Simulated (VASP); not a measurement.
Here is a VASP 6.6.1 calculation.

File INCAR:

```
SYSTEM = K3Sr
PREC = Accurate
ENCUT = 520
EDIFF = 1E-7
ISMEAR = 1
SIGMA = 0.1
LREAL = .False.
LASPH = .True.
NELM = 60
ALGO = Normal
ISIF = 2
LWAVE = .False.
LCHARG = .True.
GGA = CA
LELF = .True.
LVHAR = .True.
NBANDS = 26
```

Contents of KPOINTS:

```
Automatic mesh
0
Gamma
  4 4 4
  0 0 0
```

The input POSCAR:

```
K3Sr
1.0
    0.0000000000      5.1658560000      5.1658560000
    5.1658560000      0.0000000000      5.1658560000
    5.1658560000      5.1658560000      0.0000000000
K Sr
3 1
Direct
    0.2500000000      0.2500000000      0.2500000000
    0.7500000000      0.7500000000      0.7500000000
    0.5000000000      0.5000000000      0.5000000000
    0.0000000000      0.0000000000      0.0000000000
```

Potentials or basis: VASP PAW LDA potentials, release 64 (K_sv, Sr_sv).

Launch:

```console
$ cat potpaw_LDA.64/K_sv/POTCAR potpaw_LDA.64/Sr_sv/POTCAR > POTCAR
$ mpirun -np 1 vasp_std > vasp.out
```

Q: What does it give for the pressure?

A: -0.6 GPa.
